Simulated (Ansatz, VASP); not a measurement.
One calculation of HgTe, two programs

INCAR

```
  PREC = Accurate
  ENCUT = 520
  EDIFF = 1E-6
  ISMEAR = -1
  SIGMA = 0.05
  LREAL = False
  LASPH = True
  NELM = 60
  ALGO = Normal
  ISIF = 2
  LWAVE = False
  LCHARG = True
  GGA = PE
  LELF = True
  LVHAR = True
  NBANDS = 16
```

KPOINTS

```
Automatic mesh
0
Gamma
  6 6 6
```

POSCAR

```
HgTe
1.0
    0.0000000000      3.2466450000      3.2145000000
    3.2466450000      0.0000000000      3.2145000000
    3.2466450000      3.2466450000      0.0000000000
Hg Te
1 1
Direct
    0.0000000000      0.0000000000      0.0000000000
    0.7500000000      0.7500000000      0.7500000000
```

File input.yaml:

```yaml
crystal:
  lattice:
    - [0.0, 3.246645, 3.2145]
    - [3.246645, 0.0, 3.2145]
    - [3.246645, 3.246645, 0.0]
  atoms:
    - { symbol: Hg, position: [0.0, 0.0, 0.0] }
    - { symbol: Te, position: [0.75, 0.75, 0.75] }
hamiltonian:
  xc: pbe
  pseudopotentials: { kind: paw }
kpoints:
  mp_grid: { grid: [6, 6, 6] }
scf:
  occupations: { method: fermi_dirac, width: 0.05 }
output:
  forces: true
  stress: true
  eigenvalues: true
```

Alike in both runs: task single point; functional PBE; k mesh 6 × 6 × 6; occupations fermi-dirac, width 0.05 eV; no spin polarisation.

|  | VASP | Ansatz |
| --- | --- | --- |
| version | VASP 6.6.1 | Ansatz 0.2.0 |
| potentials or method | VASP PAW PBE potentials, release 64 (Hg, Te) | Ansatz PAW |
| plane-wave cutoff (eV) | 520 | 420 |
| valence electrons in the cell | 18 | 36 |

Ansatz gave:

* gap on the k mesh at the Fermi level (eV): none
* pressure (GPa): 3.5
* traceless stress, the component that is largest in VASP (GPa): 0.07

Question: Which values does VASP return?

Answer: gap on the k mesh at the Fermi level (eV): none; pressure (GPa): 3.6; traceless stress, the component that is largest in VASP (GPa): 0.07.

A gap of «none» marks a metal or a gap that the smearing closes. With one functional, cell and mesh, what is left measures potentials, basis and numerics. VASP's potentials hold 18 valence electrons a cell and Ansatz's 36, so a difference there can come from the potentials and not from the codes.

Spin-orbit coupling is off throughout.
